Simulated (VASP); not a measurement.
# Mg (P6_3/mmc) in VASP: notebook

Mg is run at these levels: LDA; tasks: single point.

All numbers are computed with VASP 6.6.1; they aren't measurements. Logs are shortened: lines on timing, memory, paths and dates and some standing lists are left out, and cuts for length are marked.

### Step 1. The cell of the first run

It takes space group P6_3/mmc (No. 194, hexagonal). The conventional cell has a = 2.778 Å, b = 2.778 Å, c = 4.484 Å, α = 90.00°, β = 90.00°, γ = 120.00°. Within 3.6 Å of Mg (site symmetry -6m2) lie 12 Mg at 2.76 to 2.78 Å.

### Step 2. Single point, LDA

INCAR

```
SYSTEM = Mg
ALGO     = Normal         ! electronic algorithm
EDIFF    = 1E-6           ! SCF threshold, eV
ENCUT    = 520            ! plane-wave cutoff, eV
ISIF     = 2              ! what is computed and relaxed
ISMEAR   = 0              ! smearing method
LASPH    = .True.         ! aspherical terms in the spheres
LCHARG   = .False.        ! write CHGCAR
LREAL    = .False.        ! projectors in reciprocal space
LWAVE    = .False.        ! write WAVECAR
NBANDS   = 9              ! bands
NELM     = 60             ! most SCF steps
PREC     = Accurate       ! precision mode
SIGMA    = 0.1            ! smearing width, eV
```

KPOINTS

```
k-points
0
Gamma
  18 18 10
  0 0 0
```

POSCAR

```
Mg
1.0
    2.7775929351      0.0000000000      0.0000000000
   -1.3887964676      2.4054660432      0.0000000000
    0.0000000000      0.0000000000      4.4841918494
Mg
2
Direct
    0.3333333333      0.6666666667      0.2500000000
    0.6666666667      0.3333333333      0.7500000000
```

Potentials or basis: VASP PAW LDA potentials, release 64 (Mg).

Command:

```console
cat potpaw_LDA.64/Mg/POTCAR > POTCAR
mpirun -np 1 vasp_std > vasp.out
```

OUTCAR:

```text
SYSTEM = Mg
   EDIFF = 1E-6
   ENCUT = 520
   ISIF = 2
   ISMEAR = 0
   LASPH = .True.
   LREAL = .False.
   NELM = 60
   PREC = Accurate

 ion  position               nearest neighbor table
   1  0.333  0.667  0.250-   2 2.76   2 2.76   2 2.76   2 2.76   2 2.76   2 2.76
   2  0.667  0.333  0.750-   1 2.76   1 2.76   1 2.76   1 2.76   1 2.76   1 2.76

  LATTYP: Found a hexagonal cell.
 ALAT       =     2.7775929351
 C/A-ratio  =     1.6144164945

  Lattice vectors:

 A1 = (   2.7775929351,   0.0000000000,   0.0000000000)
 A2 = (  -1.3887964676,   2.4054660432,   0.0000000000)
 A3 = (   0.0000000000,   0.0000000000,   4.4841918494)

Analysis of symmetry for initial positions (statically):
=====================================================================
 Subroutine PRICEL returns:
 Original cell was already a primitive cell.

 Routine SETGRP: Setting up the symmetry group for a
 hexagonal supercell.

 Subroutine GETGRP returns: Found 24 space group operations
 (whereof 12 operations were pure point group operations)
 out of a pool of 24 trial point group operations.

The static configuration has the point symmetry D_3d.
 The point group associated with its full space group is D_6h.

Analysis of symmetry for dynamics (positions and initial velocities):
=====================================================================
 Subroutine PRICEL returns:
 Original cell was already a primitive cell.

 Routine SETGRP: Setting up the symmetry group for a
 hexagonal supercell.

 Subroutine GETGRP returns: Found 24 space group operations
 (whereof 12 operations were pure point group operations)
 out of a pool of 24 trial point group operations.

The dynamic configuration has the point symmetry D_3d.
 The point group associated with its full space group is D_6h.

 Subroutine INISYM returns: Found 24 space group operations
 (whereof 12 operations are pure point group operations),
 and found     1 'primitive' translations

----------------------------------------------------------------------------------------

                                     Primitive cell

  volume of cell :      29.9607

  direct lattice vectors                    reciprocal lattice vectors
     2.777592935  0.000000000  0.000000000     0.360023957  0.207859929  0.000000000
    -1.388796468  2.405466043  0.000000000     0.000000000  0.415719857  0.000000000
     0.000000000  0.000000000  4.484191849     0.000000000  0.000000000  0.223005624

  length of vectors
     2.777592935  2.777592935  4.484191849     0.415719857  0.415719857  0.223005624

  position of ions in fractional coordinates (direct lattice)
     0.333333333  0.666666667  0.250000000
     0.666666667  0.333333333  0.750000000

  ion indices of the primitive-cell ions
   primitive index   ion index
                 1           1
                 2           2

----------------------------------------------------------------------------------------

 KPOINTS: k-points

Automatic generation of k-mesh.
 Grid dimensions read from file:
 generate k-points for:   18   18   10

 Generating k-lattice:

  Cartesian coordinates                     Fractional coordinates (reciprocal lattice)
     0.020001331  0.011547774  0.000000000     0.055555556  0.000000000  0.000000000
     0.000000000  0.023095548  0.000000000     0.000000000  0.055555556  0.000000000
     0.000000000  0.000000000  0.022300562     0.000000000  0.000000000  0.100000000

  Length of vectors
     0.023095548  0.023095548  0.022300562

  Shift w.r.t. Gamma in fractional coordinates (k-lattice)
     0.000000000  0.000000000  0.000000000

 Subroutine IBZKPT returns following result:
 ===========================================

 Found    222 irreducible k-points:

 Following reciprocal coordinates:
            Coordinates               Weight
  0.000000  0.000000  0.000000      1.000000
  0.055556  0.000000  0.000000      6.000000
  0.111111  0.000000  0.000000      6.000000
  0.166667  0.000000  0.000000      6.000000
  0.222222  0.000000  0.000000      6.000000
  0.277778  0.000000  0.000000      6.000000
[... 16 lines left out ...]
  0.333333  0.111111  0.000000     12.000000
  0.388889  0.111111  0.000000     12.000000
 [... further k-points ...]
   k-points           NKPTS =    222   k-points in BZ     NKDIM =    222   number of bands    NBANDS=      9
   number of dos      NEDOS =    301   number of ions     NIONS =      2
   total plane-waves  NPLWV =  20736
   dimension x,y,z NGX =    24 NGY =   24 NGZ =   36
   dimension x,y,z NGXF=    48 NGYF=   48 NGZF=   72
   ions per type =               2
   NGX,Y,Z   is equivalent  to a cutoff of  14.36, 14.36, 13.35 a.u.
   NGXF,Y,Z  is equivalent  to a cutoff of  28.73, 28.73, 26.69 a.u.
 SYSTEM =  Mg
   PREC   = accura    normal or accurate (medium, high low for compatibility)
   ISTART =      0    job   : 0-new  1-cont  2-samecut
   ICHARG =      2    charge: 1-file 2-atom 10-const
   ISPIN  =      1    spin polarized calculation?
   LNONCOLLINEAR =      F non collinear calculations
   LSORBIT =      F    spin-orbit coupling
   LASPH  =      T    aspherical Exc in radial PAW
   ENCUT  =  520.0 eV  38.22 Ry    6.18 a.u.   5.16  5.16  8.34*2*pi/ulx,y,z
   NELM   =     60;   NELMIN=  2; NELMDL= -5     # of ELM steps
   EDIFF  = 0.1E-05   stopping-criterion for ELM
   LREAL  =      F    real-space projection
   EDIFFG = 0.1E-04   stopping-criterion for IOM
   NSW    =      0    number of steps for IOM
   IBRION =     -1    ionic relax: 0-MD 1-quasi-New 2-CG
   NFREE  =      0    steps in history (QN), initial steepest desc. (CG)
   ISIF   =      2    stress and relaxation
   ISYM   =      2    0-nonsym 1-usesym 2-fastsym
   POTIM  = 0.5000    time-step for ionic-motion
   TEBEG  =    0.0;   TEEND  =   0.0 temperature during run
   PSTRESS=    0.0 pullay stress
   NELECT =       4.0000    total number of electrons
   NUPDOWN=      -1.0000    fix difference up-down
   EMIN   =  10.00;   EMAX   =-10.00  energy-range for DOS
   EFERMI =   0.00;   METHOD = LEGACY
   ISMEAR =     0;   SIGMA  =   0.10  broadening in eV -4-tet -1-fermi 0-gaus
   EFERMI_NEDOS =   21; number of points for ismear=-14 and -15
   IALGO  =     38    algorithm
   IMIX   =      4    mixing-type and parameters
     AMIX     =   0.40;   BMIX     =  1.00
     AMIX_MAG =   1.60;   BMIX_MAG =  1.00
  volume/ion in A,a.u.               =      14.98       101.09
  Fermi-wavevector in a.u.,A,eV,Ry     =   0.836715  1.581162  9.525327  0.700092
  Thomas-Fermi vector in A             =   1.950485
   LORBIT       =      0    0 simple, 1 ext, 2 COOP (PROOUT), +10 PAW based schemes
   GGA     = CA    functional components
   LHFCALC =     F    Hartree Fock is set to
   AEXX    =    0.0000 exact exchange contribution
   IVDW    =     0    specifies the selected vdW correction
   LEPSILON=     F    determine dielectric tensor
   LRPA    =     F    only Hartree local field effects (RPA)
 non-spin polarized calculation
 Gauss-broadening in eV      SIGMA  =   0.10
  energy-cutoff  :      520.00
  volume of cell :       29.96
 maximum number of plane-waves:       818
 NGX is ok and might be reduce to    24
   NGX = 11   NGY = 11   NGZ = 17

 number of electron       4.0000000 magnetization

 Free energy of the ion-electron system (eV)
  ---------------------------------------------------
  ext. energy  EPLUGINS =         0.00000000
  ---------------------------------------------------
  free energy    TOTEN  =        -2.72694245 eV

  energy without entropy =       -2.72444722  energy(sigma->0) =       -2.72569484

 E-fermi :   5.1294     XC(G=0): -10.1694

 val. band max:        5.1125072010   @ k =   0.0556   0.0556   0.1000
 cond. band min:       5.1428542779   @ k =   0.4444   0.1111   0.4000
 fundamental gap:      0.0303470769
 Fermi energy:         5.1294454701

 k-point     1 :       0.0000    0.0000    0.0000
  band No.  band energies     occupation
      1      -3.8261      2.00000
      2       2.8011      2.00000
      3       3.9229      2.00000
      4      18.5884      0.00000
      5      18.5884      0.00000
      6      19.6238      0.00000
      7      19.6238      0.00000
      8      19.6639      0.00000
      9      22.8489      0.00000

 k-point     2 :       0.0556    0.0000    0.0000
  band No.  band energies     occupation
      1      -3.7454      2.00000
      2       2.8692      2.00000
      3       3.9981      2.00000
      4      17.0802      0.00000
      5      18.0308      0.00000
      6      19.0174      0.00000
      7      20.2440      0.00000
      8      20.5571      0.00000
      9      22.6880      0.00000

 k-point     3 :       0.1111    0.0000    0.0000
  band No.  band energies     occupation
      1      -3.5040      2.00000
      2       3.0736      2.00000
      3       4.2208      2.00000
      4      15.0112      0.00000
      5      17.2392      0.00000
      6      17.8661      0.00000
      7      20.6921      0.00000
      8      21.0791      0.00000
      9      21.1728      0.00000

 k-point     4 :       0.1667    0.0000    0.0000
  band No.  band energies     occupation
      1      -3.1037      2.00000
      2       3.4151      2.00000
      3       4.5819      2.00000
      4      12.9624      0.00000
      5      16.5170      0.00000
      6      16.6398      0.00000
      7      18.6011      0.00000
      8      21.0329      0.00000
      9      21.4629      0.00000
[... 205 lines left out ...]
 k-point    22 :       0.2778    0.1111    0.0000
  band No.  band energies     occupation
      1      -0.7566      2.00000
      2       5.4817      0.00000
      3       6.0360      0.00000
      4       8.0813      0.00000
      5      11.3547      0.00000
      6      13.0969      0.00000
      7      15.5882      0.00000
      8      16.9140      0.00000
      9      19.6095      0.00000

 k-point    23 :       0.3333    0.1111    0.0000
  band No.  band energies     occupation
      1       0.2313      2.00000
      2       5.2577      0.06963
      3       6.3853      0.00000
      4       8.0221      0.00000
      5      10.8188      0.00000
      6      11.4654      0.00000
      7      14.5694      0.00000
      8      16.5446      0.00000
      9      19.3875      0.00000

 k-point    24 :       0.3889    0.1111    0.0000
  band No.  band energies     occupation
      1       1.3453      2.00000
      2       3.9427      2.00000
      3       7.4316      0.00000
      4       8.5922      0.00000
      5       9.9797      0.00000
      6      10.3263      0.00000
      7      13.8463      0.00000
      8      16.3236      0.00000
      9      19.2440      0.00000

 [... further k-points ...]
[... 5 lines left out ...]
  --------------------------------------------------------------------------------------
  -------------------------------------------------------------------------------------
  Total        5.6013892      5.6013892      5.6019319     -0.0000000      0.0000000      0.0000000
  in kB      299.5396521    299.5396521    299.5686722     -0.0000000      0.0000000      0.0000000
  external PRESSURE =     299.5493255 kB  Pullay stress =       0.0000000 kB

 VOLUME and BASIS-vectors are now :
 -----------------------------------------------------------------------------
  energy-cutoff  :      520.00
  volume of cell :       29.96
      direct lattice vectors                 reciprocal lattice vectors
     2.777592935  0.000000000  0.000000000     0.360023957  0.207859929  0.000000000
    -1.388796468  2.405466043  0.000000000     0.000000000  0.415719857  0.000000000
     0.000000000  0.000000000  4.484191849     0.000000000  0.000000000  0.223005624

 POSITION                                       TOTAL-FORCE (eV/Angst)
 -----------------------------------------------------------------------------------
     -0.00000      1.60364      1.12105        -0.000000      0.000000      0.000000
      1.38880      0.80182      3.36314         0.000000      0.000000      0.000000
 -----------------------------------------------------------------------------------
    total drift:                                0.000000     -0.000000      0.000000

  FREE ENERGIE OF THE ION-ELECTRON SYSTEM (eV)
  ---------------------------------------------------
  free  energy   TOTEN  =        -2.7269424474 eV

  energy  without entropy=       -2.7244472233  energy(sigma->0) =       -2.72569484
```

Run time: 14 s. Hardware: 1 thread of Intel Xeon 6975P-C (Granite Rapids), shared host; peak memory 0.18 GiB.

Results:

| Quantity | Value |
| --- | --- |
| Free energy | -2.7269 eV |
| Pressure | 30.0 GPa |
| Band gap on the k mesh | zero (band 2 reaches 6.11 eV, above the bottom of band 3 at 3.92 eV) |

(Continued in part 2 of 2.)
